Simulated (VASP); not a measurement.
# RbBr (I-4m2) in VASP: notebook

RbBr is run at these levels: PBE, r2SCAN, HSE06; tasks: single point.

Program: VASP 6.6.1. These are calculated values, not measurements. Logs are shortened: lines on timing, memory, paths and dates and some standing lists are left out, and cuts for length are marked.

### 1 The cell of the first run

It takes space group I-4m2 (No. 119, tetragonal). The conventional cell has a = 5.472 Å, b = 5.472 Å, c = 7.888 Å, α = 90.00°, β = 90.00°, γ = 90.00°. Rb (site symmetry -4m2) has 4 Br at 3.37 Å within 4.4 Å. Br (site symmetry -4m2) has 4 Rb at 3.37 Å within 4.4 Å.

### 2 Single point, PBE (uniaxial x strain +1.9%)

The input, INCAR:

```
SYSTEM = RbBr
PREC = Accurate
ENCUT = 520
EDIFF = 1E-6
ISMEAR = -1
SIGMA = 0.02
LREAL = .FALSE.
LASPH = .TRUE.
NELM = 80
ALGO = Normal
ISIF = 2
LWAVE = .FALSE.
LCHARG = .FALSE.
GGA = PE
NBANDS = 15
```

The input, KPOINTS:

```
regular mesh
0
G
  6 6 6
  0 0 0
```

The input, POSCAR:

```
RbBr
1.0
    0.0000000000      3.8694967701      3.8694967701
    3.9437911081      0.0000000000      3.8694967701
    3.9437911081      3.8694967701      0.0000000000
Rb Br
1 1
Direct
    0.0000000000      0.0000000000      0.0000000000
    0.2500000000      0.2500000000      0.2500000000
```

Potentials or basis: VASP PAW PBE potentials, release 64 (Rb_sv, Br).

Launch:

```bash
cat potpaw_PBE.64/Rb_sv/POTCAR potpaw_PBE.64/Br/POTCAR > POTCAR
mpirun -np 1 vasp_std > vasp.out
```

OUTCAR:

```text
SYSTEM = RbBr
   PREC = Accurate
   ENCUT = 520
   EDIFF = 1E-6
   ISMEAR = -1
   LREAL = .FALSE.
   LASPH = .TRUE.
   NELM = 80
   ISIF = 2
   GGA = PE

 ion  position               nearest neighbor table
   1  0.000  0.000  0.000-   2 3.37   2 3.37   2 3.37   2 3.37
   2  0.250  0.250  0.250-   1 3.37   1 3.37   1 3.37   1 3.37

  LATTYP: Found a body centered tetragonal cell.
 ALAT       =     5.4722948118
 C/A-ratio  =     1.4413664628

  Lattice vectors:

 A1 = (   3.9437911081,   0.0000000000,   3.8694967701)
 A2 = (   3.9437911081,   0.0000000000,  -3.8694967701)
 A3 = (  -3.9437911081,   3.8694967701,   0.0000000000)

Analysis of symmetry for initial positions (statically):
=====================================================================
 Subroutine PRICEL returns:
 Original cell was already a primitive cell.

 Routine SETGRP: Setting up the symmetry group for a
 body centered tetragonal supercell.

 Subroutine GETGRP returns: Found  8 space group operations
 (whereof  8 operations were pure point group operations)
 out of a pool of 16 trial point group operations.

The static configuration has the point symmetry D_2d.

Analysis of symmetry for dynamics (positions and initial velocities):
=====================================================================
 Subroutine PRICEL returns:
 Original cell was already a primitive cell.

 Routine SETGRP: Setting up the symmetry group for a
 body centered tetragonal supercell.

 Subroutine GETGRP returns: Found  8 space group operations
 (whereof  8 operations were pure point group operations)
 out of a pool of 16 trial point group operations.

The dynamic configuration has the point symmetry D_2d.

 Subroutine INISYM returns: Found  8 space group operations
 (whereof  8 operations are pure point group operations),
 and found     1 'primitive' translations

----------------------------------------------------------------------------------------

                                     Primitive cell

  volume of cell :     118.1008

  direct lattice vectors                    reciprocal lattice vectors
     0.000000000  3.869496770  3.869496770    -0.126781563  0.129215769  0.129215769
     3.943791108  0.000000000  3.869496770     0.126781563 -0.129215769  0.129215769
[... 91 lines left out ...]
   ISIF   =      2    stress and relaxation
   ISYM   =      2    0-nonsym 1-usesym 2-fastsym
   POTIM  = 0.5000    time-step for ionic-motion
   TEBEG  =    0.0;   TEEND  =   0.0 temperature during run
   PSTRESS=    0.0 pullay stress
   NELECT =      16.0000    total number of electrons
   NUPDOWN=      -1.0000    fix difference up-down
   EMIN   =  10.00;   EMAX   =-10.00  energy-range for DOS
   EFERMI =   0.00;   METHOD = LEGACY
   ISMEAR =    -1;   SIGMA  =   0.02  broadening in eV -4-tet -1-fermi 0-gaus
   EFERMI_NEDOS =   21; number of points for ismear=-14 and -15
   IALGO  =     38    algorithm
   IMIX   =      4    mixing-type and parameters
     AMIX     =   0.40;   BMIX     =  1.00
     AMIX_MAG =   1.60;   BMIX_MAG =  1.00
  volume/ion in A,a.u.               =      59.05       398.49
  Fermi-wavevector in a.u.,A,eV,Ry     =   0.840809  1.588898  9.618765  0.706959
  Thomas-Fermi vector in A             =   1.955251
   LORBIT       =      0    0 simple, 1 ext, 2 COOP (PROOUT), +10 PAW based schemes
   GGA     = PE    functional components
   LHFCALC =     F    Hartree Fock is set to
   AEXX    =    0.0000 exact exchange contribution
   IVDW    =     0    specifies the selected vdW correction
   LEPSILON=     F    determine dielectric tensor
   LRPA    =     F    only Hartree local field effects (RPA)
 non-spin polarized calculation
  energy-cutoff  :      520.00
  volume of cell :      118.10
 maximum number of plane-waves:      3210
 NGX is ok and might be reduce to    42
   NGX = 21   NGY = 21   NGZ = 21

 number of electron      16.0000000 magnetization

 Free energy of the ion-electron system (eV)
  ---------------------------------------------------
  ext. energy  EPLUGINS =         0.00000000
  ---------------------------------------------------
  free energy    TOTEN  =        -5.92896957 eV

  energy without entropy =       -5.92896957  energy(sigma->0) =       -5.92896957

 E-fermi :  -2.5767     XC(G=0):  -5.6741

 val. band max:       -3.1156340972   @ k =   0.0000   0.5000   0.5000
 cond. band min:       0.9252153671   @ k =   0.0000   0.0000   0.0000
 fundamental gap:      4.0408494643
 Fermi energy:        -2.5767467254

 k-point     1 :       0.0000    0.0000    0.0000
  band No.  band energies     occupation
      1     -27.7590      2.00000
      2     -14.9863      2.00000
      3     -11.8632      2.00000
      4     -11.8632      2.00000
      5     -11.8607      2.00000
      6      -3.2061      2.00000
      7      -3.1997      2.00000
      8      -3.1997      2.00000
      9       0.9252      0.00000
     10       4.9419      0.00000
     11       5.0662      0.00000
     12       5.8774      0.00000
     13       5.9740      0.00000
     14       5.9740      0.00000
[... 401 lines left out ...]
      2     -15.0356      2.00000
      3     -11.9005      2.00000
      4     -11.8822      2.00000
      5     -11.7799      2.00000
      6      -3.3667      2.00000
      7      -3.2431      2.00000
      8      -3.1401      2.00000
      9       2.9920      0.00000
     10       3.6008      0.00000
     11       4.5217      0.00000
     12       5.0557      0.00000
     13       6.0424      0.00000
     14       6.2367      0.00000
     15       6.7821      0.00000

 [... further k-points ...]

------------------------ aborting loop because EDIFF is reached ----------------------------------------

  FORCE on cell =-STRESS in cart. coord.  units (eV):
  Direction    XX          YY          ZZ          XY          YZ          ZX
  --------------------------------------------------------------------------------------
  -------------------------------------------------------------------------------------
  Total        0.0093786      0.0202614      0.0202614      0.0000000      0.0000000     -0.0000000
  in kB        0.1272318      0.2748695      0.2748695      0.0000000      0.0000000     -0.0000000
  external PRESSURE =       0.2256570 kB  Pullay stress =       0.0000000 kB

 VOLUME and BASIS-vectors are now :
 -----------------------------------------------------------------------------
  energy-cutoff  :      520.00
  volume of cell :      118.10
      direct lattice vectors                 reciprocal lattice vectors
     0.000000000  3.869496770  3.869496770    -0.126781563  0.129215769  0.129215769
     3.943791108  0.000000000  3.869496770     0.126781563 -0.129215769  0.129215769
     3.943791108  3.869496770  0.000000000     0.126781563  0.129215769 -0.129215769

 POSITION                                       TOTAL-FORCE (eV/Angst)
 -----------------------------------------------------------------------------------
      0.00000      0.00000      0.00000         0.000000      0.000000      0.000000
      1.97190      1.93475      1.93475         0.000000     -0.000000     -0.000000
 -----------------------------------------------------------------------------------
    total drift:                                0.000000      0.000000      0.000000

  FREE ENERGIE OF THE ION-ELECTRON SYSTEM (eV)
  ---------------------------------------------------
  free  energy   TOTEN  =        -5.9289695716 eV

  energy  without entropy=       -5.9289695716  energy(sigma->0) =       -5.92896957
```

OSZICAR:

```text
N       E                     dE             d eps       ncg     rms          rms(c)
DAV:   1     0.935664122611E+02    0.93566E+02   -0.59884E+03   900   0.854E+02
DAV:   2     0.246382058061E+01   -0.91103E+02   -0.83754E+02  1267   0.155E+02
DAV:   3    -0.605907296688E+01   -0.85229E+01   -0.84842E+01  1222   0.513E+01
DAV:   4    -0.633073008818E+01   -0.27166E+00   -0.27161E+00  1466   0.849E+00
DAV:   5    -0.633234881393E+01   -0.16187E-02   -0.16187E-02  1215   0.701E-01    0.279E+00
DAV:   6    -0.595572339914E+01    0.37663E+00   -0.47012E-01  1159   0.270E+00    0.181E+00
DAV:   7    -0.590180431255E+01    0.53919E-01   -0.23698E-01  1229   0.197E+00    0.947E-01
DAV:   8    -0.592397907541E+01   -0.22175E-01   -0.25027E-02  1163   0.821E-01    0.154E-01
DAV:   9    -0.592726382315E+01   -0.32847E-02   -0.36026E-03  1012   0.272E-01    0.121E-01
DAV:  10    -0.592892184225E+01   -0.16580E-02   -0.10500E-03   907   0.204E-01    0.237E-02
DAV:  11    -0.592895676211E+01   -0.34920E-04   -0.10823E-04  1166   0.536E-02    0.964E-03
DAV:  12    -0.592896934506E+01   -0.12583E-04   -0.24770E-05   907   0.364E-02    0.240E-03
DAV:  13    -0.592896957158E+01   -0.22651E-06   -0.45635E-07  1025   0.471E-03
   1 F= -.59289696E+01 E0= -.59289696E+01  d E =-.686838E-12
```

It took 94 s on 1 thread of Intel Xeon 8259CL, shared host; peak memory 0.27 GiB.

What came out:

| Property | Result |
| --- | --- |
| Free energy | -5.9290 eV |
| Pressure | 0.0 GPa |
| Band gap on the k mesh | 4.04 eV (least direct gap 4.12 eV) |

Levels at points of the mesh, in eV from the valence-band top:
| k point | band 5 | band 6 | band 7 | band 8 | band 9 | band 10 | band 11 | band 12 |
| --- | --- | --- | --- | --- | --- | --- | --- | --- |
| (0.00, 0.00, 0.00) | -8.75 | -0.09 | -0.08 | -0.08 | 4.04 | 8.06 | 8.18 | 8.99 |
| (0.50, 0.00, 0.00) | -8.70 | -0.29 | -0.05 | -0.04 | 6.21 | 6.44 | 7.73 | 7.80 |
| (0.50, 0.50, 0.00) | -8.67 | -0.38 | -0.01 | -0.01 | 5.91 | 6.70 | 8.33 | 8.87 |
| (0.00, 0.50, 0.50) | -8.66 | -0.39 | 0.00 | 0.00 | 5.88 | 6.69 | 8.25 | 8.79 |

Caveat: the cell differs from its parent crystal (uniaxial x strain +1.9%). A k mesh can miss the band edges.

### 3 Single point, r2SCAN (uniaxial x strain +1.9%)

POSCAR is that of step 2.

The input, INCAR.step1:

```
PREC     = Accurate       # precision mode
ENCUT    = 520            # plane-wave cutoff, eV
ISMEAR   = 0              # smearing method
SIGMA    = 0.01           # smearing width, eV
LREAL    = False          # projectors in reciprocal space
LASPH    = True           # aspherical terms in the spheres
NELM     = 60             # most SCF steps
NBANDS   = 15             # bands
GGA      = PE             # functional
ALGO     = Normal         # electronic algorithm
EDIFF    = 1E-4           # SCF threshold, eV
LWAVE    = True           # write WAVECAR
LCHARG   = False          # write CHGCAR
```

The input, INCAR.step2:

```
PREC     = Accurate       # precision mode
ENCUT    = 520            # plane-wave cutoff, eV
EDIFF    = 1E-6           # SCF threshold, eV
ISMEAR   = 0              # smearing method
SIGMA    = 0.01           # smearing width, eV
LREAL    = False          # projectors in reciprocal space
LASPH    = True           # aspherical terms in the spheres
NELM     = 60             # most SCF steps
ALGO     = Normal         # electronic algorithm
ISIF     = 2              # what is computed and relaxed
LWAVE    = False          # write WAVECAR
LCHARG   = True           # write CHGCAR
METAGGA  = R2SCAN         # meta-GGA
LMIXTAU  = True         
LELF     = True           # ELF
LVHAR    = True         
NBANDS   = 15             # bands
ISTART   = 1
```

The input, KPOINTS:

```
regular mesh
0
Gamma
  6 6 6
```

Potentials or basis: VASP PAW PBE potentials, release 64 (Rb_sv, Br).

Launch:

```bash
cat potpaw_PBE.64/Rb_sv/POTCAR potpaw_PBE.64/Br/POTCAR > POTCAR
cp INCAR.step1 INCAR
mpirun -np 1 vasp_std > vasp.out
cp INCAR.step2 INCAR
mpirun -np 1 vasp_std > vasp.out
```

Run time: 7.7 min. Hardware: 1 thread of Intel Xeon 8259CL, shared host; peak memory 0.31 GiB.

The run converged. Its results:

| Quantity | Value |
| --- | --- |
| Free energy | -30.8780 eV |
| Pressure | -0.2 GPa |
| Band gap on the k mesh | 4.62 eV (least direct gap 4.70 eV) |

Levels at points of the mesh, in eV from the valence-band top:
```
           k point  band 4  band 5  band 6  band 7  band 8  band 9  band 10  band 11  band 12  band 13
(0.00, 0.00, 0.00)   -8.97   -8.97   -0.09   -0.08   -0.08    4.62     8.79     8.92     9.71     9.82
(0.50, 0.00, 0.00)   -8.98   -8.93   -0.28   -0.05   -0.04    6.89     6.92     8.40     8.47     9.90
(0.50, 0.50, 0.00)   -9.00   -8.89   -0.36   -0.01   -0.01    6.39     7.27     9.29     9.71     9.71
(0.00, 0.50, 0.50)   -9.00   -8.88   -0.37    0.00    0.00    6.36     7.25     9.20     9.64     9.76
```

Caveat: the cell differs from its parent crystal (uniaxial x strain +1.9%); the PAW data sets were made with another functional, which shifts forces and pressure a little. A k mesh can miss the band edges.

(Continued in part 2 of 2.)
